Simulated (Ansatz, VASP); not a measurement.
**One calculation of KBr, two programs**

Contents of INCAR:

```
PREC     = Accurate       # precision mode
ENCUT    = 520            # plane-wave cutoff, eV
EDIFF    = 1E-6           # SCF threshold, eV
ISMEAR   = 0              # smearing method
SIGMA    = 0.05           # smearing width, eV
LREAL    = F              # projectors in reciprocal space
LASPH    = T              # aspherical terms in the spheres
NELM     = 80             # most SCF steps
ALGO     = Normal         # electronic algorithm
ISIF     = 2              # what is computed and relaxed
LWAVE    = F              # write WAVECAR
LCHARG   = F              # write CHGCAR
GGA      = PE             # functional
NBANDS   = 24             # bands
```

KPOINTS

```
Automatic mesh
0
Gamma
  6 4 4
```

File POSCAR:

```
KBr
1.0
   -4.0434990000      0.0000000000      0.0000000000
    0.0000000000      4.0434990000      4.0434990000
    0.0000000000      4.0434990000     -4.0434990000
K Br
2 2
Direct
    0.0012358915      0.0149294317     -0.0057195102
    0.0151323400      0.4978444640      0.5052972267
    0.4839447390      0.4932075625     -0.0008165507
    0.4996870295     -0.0059814582      0.5012388341
```

Input for Ansatz:

```yaml
crystal:
  lattice:
    - [-4.043499, 0.0, 0.0]
    - [0.0, 4.043499, 4.043499]
    - [0.0, 4.043499, -4.043499]
  atoms:
    - { symbol: K, position: [0.0012358915, 0.0149294317, -0.0057195102] }
    - { symbol: K, position: [0.01513234, 0.497844464, 0.5052972267] }
    - { symbol: Br, position: [0.483944739, 0.4932075625, -0.0008165507] }
    - { symbol: Br, position: [0.4996870295, -0.0059814582, 0.5012388341] }
basis:
  ecutwfc: 420
kpoints:
  mp_grid: { grid: [6, 4, 4] }
hamiltonian:
  xc: pbe
scf:
  occupations: { method: gaussian, width: 0.05 }
output:
  forces: true
  stress: true
  eigenvalues: true
```

Change from the starting cell: all atoms moved at random, sigma 0.05 Å a component.

Alike in both runs: task single point; functional PBE; k mesh 6 × 4 × 4; occupations gaussian, width 0.05 eV; no spin polarisation.

|  | VASP | Ansatz |
| --- | --- | --- |
| version | VASP 6.6.1 | Ansatz 0.2.0 |
| potentials or method | VASP PAW PBE potentials, release 64 (K_sv, Br), cutoff 520 eV | scalar-relativistic, plane waves, PAW |
| valence electrons in the cell | 32 | 32 |

VASP gave:

```
gap on the k mesh at the Fermi level (eV) : 3.87
least direct gap on the mesh (eV)         : 3.87
pressure (GPa)                            : 0.0
rms of the force components (eV/Å)        : 0.050
```

Q: Estimate Ansatz's values.

A: gap on the k mesh at the Fermi level (eV): 3.87; least direct gap on the mesh (eV): 3.87; pressure (GPa): 0.0; rms of the force components (eV/Å): 0.049.

Atom by atom the forces differ by 0.001 eV/Å (rms over components). With one functional, cell and mesh, what is left measures potentials, basis and numerics.
